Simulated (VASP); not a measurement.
Runs of VASP 6.6.1 on GaO. The structure is that of space group Pm-3m (No. 221), or close to it. The cells are those of the table. 

| task | spin | cell | k mesh | cutoff (eV) | gap on the mesh (eV) | pressure (GPa) | moment (μB) | relaxed volume (Å³/atom) |
| --- | --- | --- | --- | --- | --- | --- | --- | --- |
| single point | collinear, ferromagnetic start | a = 3.257 Å, 2 atoms | 6 × 6 × 6 | 520 | none | -17.4 | 0.00 | - |
| single point | collinear, ferromagnetic start | a = 2.834 Å, 2 atoms | 6 × 6 × 6 | 520 | none | 0.2 | 0.00 | - |
| relaxation of cell and atoms | off | relaxed from a = 2.834 Å, 2 atoms | 20 × 20 × 20 | 600 | none | 0.0 | - | (a) |
| single point | off | a = 2.834 Å, 2 atoms | 20 × 20 × 20 | 520 | none | 0.3 | - | - |
| relaxation of cell and atoms | off | relaxed from a = 3.257 Å, 2 atoms | 6 × 6 × 6 | 600 | none | -0.4 | - | 11.44 |
| single point | off | a = 2.834 Å, 2 atoms | 6 × 6 × 6 | 520 | none | 0.3 | - | - |
| single point | off | a = 3.257 Å, 2 atoms | 6 × 6 × 6 | 520 | none | -17.4 | - | - |

Alike in all rows: level PBE; potentials or basis VASP PAW PBE potentials, release 64 (Ga_d, O); smearing gaussian 0.1 eV.

Task: Fill in the values left out.

Result: (a) 11.39.

Caveats: some runs use coarse meshes; an odd number of electrons without spin polarisation forces a metal (some runs); a magnetic or distorted state may lie lower (some runs); the volume moved by over 15 % at a fixed basis, so the end points are rough (some runs).

A k mesh can miss the band edges, and the runs leave out spin-orbit coupling on Ga.

A gap of «none» marks levels without a gap at the run's occupations.
